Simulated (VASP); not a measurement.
A run of VASP 6.6.1:

POSCAR

```
Br
1.0
    0.0000000000      2.2554924193      2.2554924193
    2.2554924193      0.0000000000      2.2554924193
    2.2554924193      2.2554924193      0.0000000000
Br
1
Direct
    0.0000000000      0.0000000000      0.0000000000
```

The input INCAR.step1:

```
PREC = Accurate ; ENCUT = 520
EDIFF = 1E-6 ; ISMEAR = -1
SIGMA = 0.1 ; LREAL = F
LASPH = T ; NELM = 100
ALGO = Normal ; ISIF = 2
LWAVE = F ; LCHARG = T
GGA = CA ; NBANDS = 10
```

KPOINTS.step1

```
regular mesh
0
Gamma
  14 14 14
```

INCAR.step2

```
PREC = Accurate ; ENCUT = 520
EDIFF = 1E-6 ; ISMEAR = -5
SIGMA = 0.1 ; LREAL = F
LASPH = T ; NELM = 100
ALGO = Normal ; ISIF = 2
LWAVE = F ; LCHARG = F
GGA = CA ; LORBIT = 11
NBANDS = 10 ; NEDOS = 1001
ICHARG = 11
```

KPOINTS.step2

```
regular mesh
0
Gamma
  21 21 21
```

Potentials or basis: VASP PAW LDA potentials, release 64 (Br).

The run is started by

```sh
$ cat potpaw_LDA.64/Br/POTCAR > POTCAR
$ cp INCAR.step1 INCAR
$ cp KPOINTS.step1 KPOINTS
$ mpirun -np 1 vasp_std > vasp.out
$ cp INCAR.step2 INCAR
$ cp KPOINTS.step2 KPOINTS
$ mpirun -np 1 vasp_std > vasp.out
```

Hardware: 1 thread of Intel Xeon 8259CL (shared host).

Question: Estimate the wall time of this run.

Answer: Run time: 55 s on 1 thread of Intel Xeon 8259CL (shared host), peak memory 0.17 GiB. Counts: k points 286.
